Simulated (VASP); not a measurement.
Here is a VASP 6.6.1 calculation.

Contents of INCAR:

```
PREC = Accurate
ENCUT = 520
EDIFF = 1E-6
ISMEAR = -1
SIGMA = 0.1
LREAL = False
LASPH = True
NELM = 60
ALGO = Normal
ISIF = 2
LWAVE = False
LCHARG = True
GGA = PE
LELF = True
LVHAR = True
NBANDS = 21
```

File KPOINTS:

```
Automatic mesh
0
Gamma
  11 11 11
```

The input POSCAR:

```
Ru
1.0
    0.0000000000      2.6530695373      2.6530695373
    2.6530695373      0.0000000000      2.6530695373
    2.6530695373      2.6530695373      0.0000000000
Ru
2
Direct
    0.1250000000      0.1250000000      0.1250000000
    0.8750000000      0.8750000000      0.8750000000
```

Potentials or basis: VASP PAW PBE potentials, release 64 (Ru_pv).

Launch:

```sh
$ cat potpaw_PBE.64/Ru_pv/POTCAR > POTCAR
$ mpirun -np 1 vasp_std > vasp.out
```

Problem. Predict the band gap on the k mesh.

Solution. Zero (bands 14 and 15 overlap by 0.91 eV).

Problem. Estimate the pressure.

Solution. 17.0 GPa.

Caveat: the cell stands under pressure.
